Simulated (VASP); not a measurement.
Runs of VASP 6.6.1 on NbTc. The structure is that of space group Cmmm (No. 65), or close to it. The cells are those of the table. 

```tsv
cell	gap on the mesh (eV)	pressure (GPa)
a = 2.869, b = 2.869, c = 4.529 Å, angles 90.0, 90.0, 110.5°, 2 atoms	none	(a)
a = 2.772, b = 2.772, c = 4.375 Å, angles 90.0, 90.0, 110.5°, 2 atoms	none	-5.9
a = 2.846, b = 2.846, c = 4.492 Å, angles 90.0, 90.0, 110.5°, 2 atoms	none	-21.8
a = 2.821, b = 2.821, c = 4.453 Å, angles 90.0, 90.0, 110.5°, 2 atoms	none	-17.3
a = 2.797, b = 2.797, c = 4.414 Å, angles 90.0, 90.0, 110.5°, 2 atoms	none	(b)
a = 2.720, b = 2.720, c = 4.293 Å, angles 90.0, 90.0, 110.5°, 2 atoms	none	9.3
a = 2.746, b = 2.746, c = 4.335 Å, angles 90.0, 90.0, 110.5°, 2 atoms	none	1.1
```

Alike in all rows: task single point; level LDA; potentials or basis VASP PAW LDA potentials, release 64 (Nb_sv, Tc_pv); no spin polarisation; k mesh 11 × 11 × 7; cutoff (eV) 520; smearing fermi-dirac 0.1 eV.

**Question.** Fill in the values left out.

**Answer.** (a) -25.7; (b) -12.0.

A k mesh can miss the band edges, and the runs leave out spin-orbit coupling on Nb, Tc.

A gap of «none» marks levels without a gap at the run's occupations.
